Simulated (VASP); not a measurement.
Input of a VASP 6.6.1 run:

INCAR

```
PREC = Accurate
ENCUT = 600
EDIFF = 1E-6
ISMEAR = -1
SIGMA = 0.1
LREAL = F
LASPH = T
NELM = 60
ALGO = Normal
ISIF = 3
LWAVE = F
LCHARG = F
GGA = RE
IBRION = 2
NSW = 80
EDIFFG = -0.01
```

File KPOINTS:

```
regular mesh
0
Gamma
  14 14 8
```

POSCAR

```
Ni
1.0
    2.4917559660      0.0000000000      0.0000000000
   -1.2458779830      2.1579239666      0.0000000000
    0.0000000000      0.0000000000      4.0690374925
Ni
2
Direct
    0.3333333333      0.6666666667      0.2500000000
    0.6666666667      0.3333333333      0.7500000000
```

Potentials or basis: VASP PAW PBE potentials, release 64 (Ni).

Command:

```bash
$ cat potpaw_PBE.64/Ni/POTCAR > POTCAR
$ mpirun -np 1 vasp_std > vasp.out
```

Question: What does it give for the band gap on the k mesh?

Answer: Zero (band 10 reaches 9.10 eV, above the bottom of band 11 at 8.57 eV).

Question: Predict the relaxed cell.

Answer: a = 2.501 Å, b = 2.501 Å, c = 4.110 Å, α = 90.00°, β = 90.00°, γ = 120.00°.

Question: What does it give for the relaxed volume?

Answer: 11.13 Å³/atom.

Step by step:
```tsv
step	energy change (eV)	largest force (eV/Å)	pressure (GPa)	volume (Å³)
1	0.0000	0.0000	3.32	21.88
2	-0.0010	0.0000	-2.74	22.61
3	-0.0040	0.0000	-0.05	22.26
4	-0.0040	0.0000	-0.09	22.27
5	-0.0041	0.0000	-0.03	22.26
6	-0.0041	0.0000	0.01	22.26
```

Caveat: the PAW data sets were made with another functional, which shifts forces and pressure a little; the run has no spin polarisation, though such a crystal can be magnetic. Spin polarisation is off, so any magnetic state and its effect on volume and gap are missing.
